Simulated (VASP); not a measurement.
Input of a VASP 6.6.1 run:

File INCAR:

```
PREC     = Accurate       # precision mode
ENCUT    = 520            # plane-wave cutoff, eV
EDIFF    = 1E-6           # SCF threshold, eV
ISMEAR   = -1             # smearing method
SIGMA    = 0.03           # smearing width, eV
LREAL    = False          # projectors in reciprocal space
LASPH    = True           # aspherical terms in the spheres
NELM     = 80             # most SCF steps
ALGO     = Normal         # electronic algorithm
ISIF     = 2              # what is computed and relaxed
LWAVE    = False          # write WAVECAR
LCHARG   = False          # write CHGCAR
GGA      = PE             # functional
NBANDS   = 9              # bands
```

KPOINTS

```
Automatic mesh
0
Gamma
  11 11 11
```

The input POSCAR:

```
LiH
1.0
    0.0000000000      2.0050304164      2.0050304164
    2.0050304164      0.0000000000      2.0050304164
    2.0050304164      2.0050304164      0.0000000000
Li H
1 1
Direct
    0.0000000000      0.0000000000      0.0000000000
    0.5000000000      0.5000000000      0.5000000000
```

Potentials or basis: VASP PAW PBE potentials, release 64 (Li_sv, H).

Launch:

```bash
$ cat potpaw_PBE.64/Li_sv/POTCAR potpaw_PBE.64/H/POTCAR > POTCAR
$ mpirun -np 1 vasp_std > vasp.out
```

(1) Predict the band gap on the k mesh.

Answers

(1) 3.18 eV, direct.
